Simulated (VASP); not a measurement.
The system is WS.

```xyz
2
Lattice="0.0000 2.9747 2.9747 2.9747 0.0000 2.9747 2.9747 2.9747 0.0000" Properties=species:S:1:pos:R:3 pbc="T T T"
W     0.0000    0.0000    0.0000
S     1.4874    1.4874    1.4874
```

Base run:

| Property | Result |
| --- | --- |
| Program | VASP 6.6.1 |
| Functional | PBE |
| Potentials or basis | VASP PAW PBE potentials, release 64 (W_sv, S) |
| Cutoff | 520 eV |
| k mesh | 12 × 12 × 12 |
| Occupations | gaussian, width 0.1 eV |
| Spin | collinear spin |
| Starting moments | [2.5, 0.0] μB |
| Hubbard terms | W d U = 6.2 eV |

Its results: band gap on the k mesh zero (filled and empty bands overlap); pressure -1.9 GPa.

Problem. The run is repeated on the same cell with these changes: spin from collinear spin to no spin polarisation; further incar settings from ALGO = Normal; EDIFF = 1e-06; NBANDS = 21 to ALGO = Normal; EDIFF = 1e-06; NBANDS = 17. What comes out?

Solution. Band gap on the k mesh 0.15 eV (least direct gap 0.25 eV); pressure -7.2 GPa.

Caveats: spin-orbit coupling is left out, which moves the levels of the heavy elements; the cell stands under tension (at least some runs).

A k mesh can miss the band edges.
